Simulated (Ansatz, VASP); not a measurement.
# TiCo2 in VASP and in Ansatz

File INCAR:

```
SYSTEM = TiCo2
PREC = Accurate
ENCUT = 520
EDIFF = 1E-6
ISMEAR = 0
SIGMA = 0.15
LREAL = .False.
LASPH = .True.
NELM = 80
ALGO = Fast
ISIF = 2
LWAVE = .False.
LCHARG = .False.
GGA = PS
NBANDS = 39
```

The input KPOINTS:

```
Automatic mesh
0
Gamma
  14 14 14
  0 0 0
```

Contents of POSCAR:

```
TiCo2
1.0
    0.0000000000      3.0831335701      3.6997602841
    3.0831335701      0.0000000000      3.6997602841
    3.0831335701      3.0831335701      0.0000000000
Ti Co
2 4
Direct
    0.5000000000      0.5000000000      0.5000000000
    0.7500000000      0.7500000000      0.7500000000
    0.1250000000      0.1250000000      0.1250000000
    0.6250000000      0.1250000000      0.1250000000
    0.1250000000      0.1250000000      0.6250000000
    0.1250000000      0.6250000000      0.1250000000
```

Input for Ansatz:

```yaml
crystal:
  lattice:
    - [0.0, 3.0831335701, 3.6997602841]
    - [3.0831335701, 0.0, 3.6997602841]
    - [3.0831335701, 3.0831335701, 0.0]
  atoms:
    - { symbol: Ti, position: [0.5, 0.5, 0.5] }
    - { symbol: Ti, position: [0.75, 0.75, 0.75] }
    - { symbol: Co, position: [0.125, 0.125, 0.125] }
    - { symbol: Co, position: [0.625, 0.125, 0.125] }
    - { symbol: Co, position: [0.125, 0.125, 0.625] }
    - { symbol: Co, position: [0.125, 0.625, 0.125] }
basis:
  ecutwfc: 420
kpoints:
  mp_grid: { grid: [14, 14, 14] }
hamiltonian:
  xc: pbesol
scf:
  occupations: { method: gaussian, width: 0.15 }
output:
  forces: true
  stress: true
  eigenvalues: true
```

Alike in both runs: task single point; functional PBEsol; k mesh 14 × 14 × 14; occupations gaussian, width 0.15 eV; no spin polarisation.

|  | VASP | Ansatz |
| --- | --- | --- |
| version | VASP 6.6.1 | Ansatz 0.2.0 |
| potentials or method | VASP PAW PBE potentials, release 64 (Ti_sv, Co), cutoff 520 eV | scalar-relativistic, plane waves, PAW |
| valence electrons in the cell | 60 | 92 |

VASP gave:

| Property | Result |
| --- | --- |
| gap on the k mesh at the Fermi level (eV) | none |
| pressure (GPa) | 3.6 |
| traceless stress, the component that is largest in VASP (GPa) | -20.82 |

**Question.** Which values does Ansatz return?

**Answer.** gap on the k mesh at the Fermi level (eV): none; pressure (GPa): 4.3; traceless stress, the component that is largest in VASP (GPa): -21.48.

VASP's potentials were made for PBE, not for PBEsol. A gap of «none» marks a metal or a gap that the smearing closes. VASP's potentials hold 60 valence electrons a cell and Ansatz's 92, so a difference there can come from the potentials and not from the codes.
